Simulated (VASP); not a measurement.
# HfSi2 (Cmcm) in VASP: relaxation of cell and atoms with LDA

Aim: the relaxation of cell and atoms of HfSi2 with LDA.

All numbers are computed with VASP 6.6.1; they aren't measurements. Logs are shortened: lines on timing, memory, paths and dates and some standing lists are left out, and cuts for length are marked.

## 1. The cell of the first run

Symmetry: Cmcm, No. 63, orthorhombic system. Conventional cell: a = 3.683 Å, b = 14.592 Å, c = 3.660 Å, α = 90.00°, β = 90.00°, γ = 90.00°. Within 3.7 Å of Hf (site symmetry m2m) lie 10 Si at 2.70 to 2.97 Å and 6 Hf at 3.58 to 3.68 Å. Si (site symmetry m2m) has 2 Si at 2.42 Å and 6 Hf at 2.70 to 2.97 Å within 3.2 Å. Si (site symmetry m2m) has 8 Si at 2.60 to 3.40 Å and 4 Hf at 2.80 Å within 3.5 Å.

## 2. Relaxation of cell and atoms, LDA

Input file INCAR:

```
SYSTEM = HfSi2
PREC = Accurate
ENCUT = 500
EDIFF = 1E-7
ISMEAR = 0
SIGMA = 0.1
LREAL = .FALSE.
LASPH = .TRUE.
NELM = 120
ALGO = Normal
ISIF = 3
LWAVE = .FALSE.
LCHARG = .FALSE.
IBRION = 2
NSW = 70
EDIFFG = -0.005
GGA_COMPAT = .FALSE.
NELMIN = 4
```

Input file KPOINTS:

```
regular mesh
0
G
  10 10 10
  0 0 0
```

Input file POSCAR:

```
HfSi2
1.0
    1.8412674751     -7.2960000437      0.0000000000
    1.8412674751      7.2960000437      0.0000000000
    0.0000000000      0.0000000000      3.6597920204
Hf Si
2 4
Direct
    0.8945372355      0.1054627645      0.2500000000
    0.1054627645      0.8945372355      0.7500000000
    0.5542797311      0.4457202689      0.2500000000
    0.4457202689      0.5542797311      0.7500000000
    0.2502818288      0.7497181712      0.2500000000
    0.7497181712      0.2502818288      0.7500000000
```

Potentials or basis: VASP PAW LDA potentials, release 64 (Hf_pv, Si).

On the command line:

```
$ cat potpaw_LDA.64/Hf_pv/POTCAR potpaw_LDA.64/Si/POTCAR > POTCAR
$ mpirun -np 1 vasp_std > vasp.out
```

OUTCAR:

```text
SYSTEM = HfSi2
   PREC = Accurate
   ENCUT = 500
   EDIFF = 1E-7
   ISMEAR = 0
   LREAL = .FALSE.
   LASPH = .TRUE.
   NELM = 120
   ISIF = 3
   IBRION = 2
   NSW = 70
   EDIFFG = -0.005
   NELMIN = 4

 ion  position               nearest neighbor table
   1  0.895  0.105  0.250-   4 2.70   4 2.70   4 2.70   4 2.70   6 2.80   6 2.80   5 2.80   5 2.80
                             3 2.97   3 2.97   2 3.58   2 3.58
   2  0.105  0.895  0.750-   3 2.70   3 2.70   3 2.70   3 2.70   5 2.80   5 2.80   6 2.80   6 2.80
                             4 2.97   4 2.97   1 3.58   1 3.58
   3  0.554  0.446  0.250-   4 2.42   4 2.42   2 2.70   2 2.70   2 2.70   2 2.70   1 2.97   1 2.97

   4  0.446  0.554  0.750-   3 2.42   3 2.42   1 2.70   1 2.70   1 2.70   1 2.70   2 2.97   2 2.97

   5  0.250  0.750  0.250-   6 2.60   6 2.60   6 2.60   6 2.60   2 2.80   2 2.80   1 2.80   1 2.80

   6  0.750  0.250  0.750-   5 2.60   5 2.60   5 2.60   5 2.60   1 2.80   1 2.80   2 2.80   2 2.80

  LATTYP: Found a base centered orthorhombic cell.
 ALAT       =     3.6825349502
 B/A-ratio  =     3.9624878744
 C/A-ratio  =     0.9938241103

  Lattice vectors:

 A1 = (   1.8412674751,  -7.2960000437,   0.0000000000)
 A2 = (   1.8412674751,   7.2960000437,   0.0000000000)
 A3 = (   0.0000000000,   0.0000000000,   3.6597920204)

Analysis of symmetry for initial positions (statically):
=====================================================================
 Subroutine PRICEL returns:
 Original cell was already a primitive cell.

 Routine SETGRP: Setting up the symmetry group for a
 base centered orthorhombic supercell.

 Subroutine GETGRP returns: Found  8 space group operations
 (whereof  4 operations were pure point group operations)
 out of a pool of  8 trial point group operations.

The static configuration has the point symmetry C_2h.
 The point group associated with its full space group is D_2h.

Analysis of symmetry for dynamics (positions and initial velocities):
=====================================================================
 Subroutine PRICEL returns:
 Original cell was already a primitive cell.

 Routine SETGRP: Setting up the symmetry group for a
 base centered orthorhombic supercell.

 Subroutine GETGRP returns: Found  8 space group operations
 (whereof  4 operations were pure point group operations)
 out of a pool of  8 trial point group operations.

The dynamic configuration has the point symmetry C_2h.
 The point group associated with its full space group is D_2h.

 Subroutine INISYM returns: Found  8 space group operations
 (whereof  4 operations are pure point group operations),
 and found     1 'primitive' translations

----------------------------------------------------------------------------------------

                                     Primitive cell

  volume of cell :      98.3305

  direct lattice vectors                    reciprocal lattice vectors
     1.841267475 -7.296000044  0.000000000     0.271552073 -0.068530701  0.000000000
     1.841267475  7.296000044  0.000000000     0.271552073  0.068530701  0.000000000
     0.000000000  0.000000000  3.659792020     0.000000000  0.000000000  0.273239571

  length of vectors
     7.524751328  7.524751328  3.659792020     0.280066038  0.280066038  0.273239571

  position of ions in fractional coordinates (direct lattice)
     0.894537236  0.105462764  0.250000000
     0.105462764  0.894537236  0.750000000
     0.554279731  0.445720269  0.250000000
     0.445720269  0.554279731  0.750000000
     0.250281829  0.749718171  0.250000000
     0.749718171  0.250281829  0.750000000

  ion indices of the primitive-cell ions
   primitive index   ion index
                 1           1
                 2           2
                 3           3
                 4           4
                 5           5
                 6           6

----------------------------------------------------------------------------------------

 KPOINTS: regular mesh

Automatic generation of k-mesh.
 Grid dimensions read from file:
 generate k-points for:   10   10   10

 Generating k-lattice:

  Cartesian coordinates                     Fractional coordinates (reciprocal lattice)
     0.027155207 -0.006853070  0.000000000     0.100000000  0.000000000  0.000000000
     0.027155207  0.006853070  0.000000000     0.000000000  0.100000000  0.000000000
     0.000000000  0.000000000  0.027323957     0.000000000  0.000000000  0.100000000

  Length of vectors
     0.028006604  0.028006604  0.027323957

  Shift w.r.t. Gamma in fractional coordinates (k-lattice)
     0.000000000  0.000000000  0.000000000

 Subroutine IBZKPT returns following result:
 ===========================================

 Found    186 irreducible k-points:

 Following reciprocal coordinates:
            Coordinates               Weight
  0.000000  0.000000  0.000000      1.000000
  0.100000 -0.000000  0.000000      4.000000
  0.200000 -0.000000  0.000000      4.000000
  0.300000 -0.000000  0.000000      4.000000
  0.400000 -0.000000  0.000000      4.000000
  0.500000  0.000000  0.000000      2.000000
[... 16 lines left out ...]
  0.300000  0.300000  0.000000      2.000000
  0.400000  0.300000  0.000000      4.000000
 [... further k-points ...]
   k-points           NKPTS =    186   k-points in BZ     NKDIM =    186   number of bands    NBANDS=     22
   number of dos      NEDOS =    301   number of ions     NIONS =      6
   total plane-waves  NPLWV =  87808
   dimension x,y,z NGX =    56 NGY =   56 NGZ =   28
   dimension x,y,z NGXF=   112 NGYF=  112 NGZF=   56
   ions per type =               2   4
   NGX,Y,Z   is equivalent  to a cutoff of  12.37, 12.37, 12.72 a.u.
   NGXF,Y,Z  is equivalent  to a cutoff of  24.74, 24.74, 25.44 a.u.
 SYSTEM =  HfSi2
   PREC   = accura    normal or accurate (medium, high low for compatibility)
   ISTART =      0    job   : 0-new  1-cont  2-samecut
   ICHARG =      2    charge: 1-file 2-atom 10-const
   ISPIN  =      1    spin polarized calculation?
   LNONCOLLINEAR =      F non collinear calculations
   LSORBIT =      F    spin-orbit coupling
   LASPH  =      T    aspherical Exc in radial PAW
   ENCUT  =  500.0 eV  36.75 Ry    6.06 a.u.  13.72 13.72  6.67*2*pi/ulx,y,z
   NELM   =    120;   NELMIN=  4; NELMDL= -5     # of ELM steps
   EDIFF  = 0.1E-06   stopping-criterion for ELM
   LREAL  =      F    real-space projection
   EDIFFG = -.5E-02   stopping-criterion for IOM
   NSW    =     70    number of steps for IOM
   IBRION =      2    ionic relax: 0-MD 1-quasi-New 2-CG
   NFREE  =      1    steps in history (QN), initial steepest desc. (CG)
   ISIF   =      3    stress and relaxation
   ISYM   =      2    0-nonsym 1-usesym 2-fastsym
   POTIM  = 0.5000    time-step for ionic-motion
   TEBEG  =    0.0;   TEEND  =   0.0 temperature during run
   PSTRESS=    0.0 pullay stress
   NELECT =      36.0000    total number of electrons
   NUPDOWN=      -1.0000    fix difference up-down
   EMIN   =  10.00;   EMAX   =-10.00  energy-range for DOS
   EFERMI =   0.00;   METHOD = LEGACY
   ISMEAR =     0;   SIGMA  =   0.10  broadening in eV -4-tet -1-fermi 0-gaus
   EFERMI_NEDOS =   21; number of points for ismear=-14 and -15
   IALGO  =     38    algorithm
   IMIX   =      4    mixing-type and parameters
     AMIX     =   0.40;   BMIX     =  1.00
     AMIX_MAG =   1.60;   BMIX_MAG =  1.00
  volume/ion in A,a.u.               =      16.39       110.59
  Fermi-wavevector in a.u.,A,eV,Ry     =   1.171151  2.213155 18.661684  1.371595
  Thomas-Fermi vector in A             =   2.307599
   LORBIT       =      0    0 simple, 1 ext, 2 COOP (PROOUT), +10 PAW based schemes
   GGA     = CA    functional components
   LHFCALC =     F    Hartree Fock is set to
   AEXX    =    0.0000 exact exchange contribution
   IVDW    =     0    specifies the selected vdW correction
   LEPSILON=     F    determine dielectric tensor
   LRPA    =     F    only Hartree local field effects (RPA)
 conjugate gradient relaxation of ions
 non-spin polarized calculation
 Gauss-broadening in eV      SIGMA  =   0.10
  energy-cutoff  :      500.00
  volume of cell :       98.33
 maximum number of plane-waves:      2516
   NGX = 27   NGY = 27   NGZ = 13

--------------------------------------- Ionic step        1  -------------------------------------------

 number of electron      35.9999997 magnetization

 Free energy of the ion-electron system (eV)
  ---------------------------------------------------
  ext. energy  EPLUGINS =         0.00000000
  ---------------------------------------------------
  free energy    TOTEN  =       -49.16706745 eV

  energy without entropy =      -49.16013257  energy(sigma->0) =      -49.16360001

------------------------ aborting loop because EDIFF is reached ----------------------------------------

  FORCE on cell =-STRESS in cart. coord.  units (eV):
  Direction    XX          YY          ZZ          XY          YZ          ZX
  --------------------------------------------------------------------------------------
  -------------------------------------------------------------------------------------
  Total       -4.1854254     -4.0009350     -4.1507771      0.0000000     -0.0000000      0.0000000
  in kB      -68.1964987    -65.1904480    -67.6319453      0.0000000     -0.0000000      0.0000000
  external PRESSURE =     -67.0062973 kB  Pullay stress =       0.0000000 kB
[... 101 lines left out ...]
  FREE ENERGIE OF THE ION-ELECTRON SYSTEM (eV)
  ---------------------------------------------------
  free  energy   TOTEN  =       -49.2681301465 eV

  energy  without entropy=      -49.2614066682  energy(sigma->0) =      -49.26476841

[... ionic steps 4 to 8 ...]

--------------------------------------- Ionic step        9  -------------------------------------------

 number of electron      36.0000001 magnetization

------------------------ aborting loop because EDIFF is reached ----------------------------------------
[... 75 lines left out ...]
--------------------------------------- Ionic step       11  -------------------------------------------

 number of electron      36.0000001 magnetization

 Free energy of the ion-electron system (eV)
  ---------------------------------------------------
  ext. energy  EPLUGINS =         0.00000000
  ---------------------------------------------------
  free energy    TOTEN  =       -49.27184758 eV

  energy without entropy =      -49.26543059  energy(sigma->0) =      -49.26863909

 E-fermi :   8.7615     XC(G=0): -11.7092

 val. band max:        8.7494503261   @ k =  -0.4000   0.2000   0.1000
 cond. band min:       8.7674925162   @ k =   0.2000  -0.0000   0.0000
 fundamental gap:      0.0180421900
 Fermi energy:         8.7615027123

 k-point     1 :       0.0000    0.0000    0.0000
  band No.  band energies     occupation
      1     -21.7720      2.00000
      2     -21.6609      2.00000
      3     -21.6396      2.00000
      4     -21.6183      2.00000
      5     -21.6158      2.00000
      6     -21.5785      2.00000
[... 589 lines left out ...]
     21       9.7318      0.00000
     22      10.7241      0.00000

 [... further k-points ...]
[... 5 lines left out ...]
  --------------------------------------------------------------------------------------
  -------------------------------------------------------------------------------------
  Total        0.0025792     -0.0007765      0.0057337      0.0000000     -0.0000000      0.0000000
  in kB        0.0442051     -0.0133088      0.0982715      0.0000000     -0.0000000      0.0000000
  external PRESSURE =       0.0430560 kB  Pullay stress =       0.0000000 kB
[... 21 lines left out ...]
  FREE ENERGIE OF THE ION-ELECTRON SYSTEM (eV)
  ---------------------------------------------------
  free  energy   TOTEN  =       -49.2718475839 eV

  energy  without entropy=      -49.2654305899  energy(sigma->0) =      -49.26863909

 reached required accuracy - stopping structural energy minimisation
```

Wall time 90 min (1 thread of Oxide Virtual Turin-like, shared host); peak memory 0.45 GiB.

What came out:

```
Free energy                           : -49.2718 eV
Relaxed volume                        : 15.58 Å³/atom
Relaxed cell                          : a = 7.363 Å, b = 7.363 Å, c = 3.614 Å, α = 90.00°, β = 90.00°, γ = 151.50°
Space group after relaxing (to 0.1 Å) : Cmcm (No. 63)
Energy gained by relaxing             : 17.5 meV/atom
Ionic steps                           : 11
Pressure after relaxing               : 0.0 GPa
Largest force after relaxing          : 0.003 eV/Å
Band gap on the k mesh                : zero (bands 18 and 19 overlap by 1.04 eV)
```

Forces on the atoms (eV/Å):
```
Hf   0.000  0.001  0.000
Hf   0.000 -0.001  0.000
Si   0.000 -0.003  0.000
Si   0.000  0.003  0.000
Si   0.000 -0.003  0.000
Si   0.000  0.003  0.000
```

Step by step:
```csv
step,energy change (eV),largest force (eV/Å),pressure (GPa),volume (Å³)
1,0.0000,0.0430,-6.70,98.33
2,0.0286,0.2968,9.03,88.90
3,-0.1011,0.1141,-0.09,93.74
4,-0.1011,0.1171,0.05,93.65
5,-0.1036,0.0631,0.06,93.55
6,-0.1043,0.0313,0.08,93.47
7,-0.1047,0.0208,-0.11,93.56
8,-0.1047,0.0184,-0.16,93.59
9,-0.1047,0.0088,0.14,93.40
10,-0.1048,0.0128,0.02,93.48
11,-0.1048,0.0032,0.00,93.48
```

Final structure:
```cif
data_structure
_symmetry_space_group_name_H-M 'P 1'
_symmetry_Int_Tables_number 1
_cell_length_a 7.3625
_cell_length_b 7.3625
_cell_length_c 3.6140
_cell_angle_alpha 90.000
_cell_angle_beta 90.000
_cell_angle_gamma 151.499
_cell_volume 93.48
loop_
_atom_site_label
_atom_site_type_symbol
_atom_site_fract_x
_atom_site_fract_y
_atom_site_fract_z
_atom_site_occupancy
Hf1 Hf 0.89529 0.10471 0.25000 1
Hf2 Hf 0.10471 0.89529 0.75000 1
Si1 Si 0.55485 0.44515 0.25000 1
Si2 Si 0.44515 0.55485 0.75000 1
Si3 Si 0.25016 0.74984 0.25000 1
Si4 Si 0.74984 0.25016 0.75000 1
```

Caveat: spin-orbit coupling is left out, which moves the levels of the heavy elements.
